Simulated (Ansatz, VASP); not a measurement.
One calculation of TaN, two programs

```
Ta N
1.0
     0.00000    2.17900    2.22258
     2.17900    0.00000    2.22258
     2.17900    2.17900    0.00000
Ta N
1 1
Direct
  0.50000 0.50000 0.50000
  0.00000 0.00000 0.00000
```

Change from the starting cell: zz strain of +2 %, crystal datasets.

Alike in both runs: task electric field gradients; functional PBE; k mesh 9 × 9 × 9; occupations fermi-dirac, width 0.02 eV; no spin polarisation.

|  | VASP | Ansatz |
| --- | --- | --- |
| version | VASP 6.6.1 | Ansatz 0.2.0 |
| potentials or method | VASP PAW PBE potentials, release 64 (Ta_pv, N), cutoff 520 eV | all-electron PAW with datasets made for the crystal, scalar-relativistic |

|  | VASP | Ansatz | Ansatz less VASP |
| --- | --- | --- | --- |
| pressure (GPa) | 8.2 | 7.4 | -0.78 |
| traceless stress, the component that is largest in VASP (GPa) | -9.12 | -9.07 | +0.043 |
| size of Vzz on the site where it differs most (V/Å²) | 85.7 | 87.2 | +1.50 |

Ansatz ran all-electron here, and VASP with PAW potentials.

Spin-orbit coupling is off throughout.
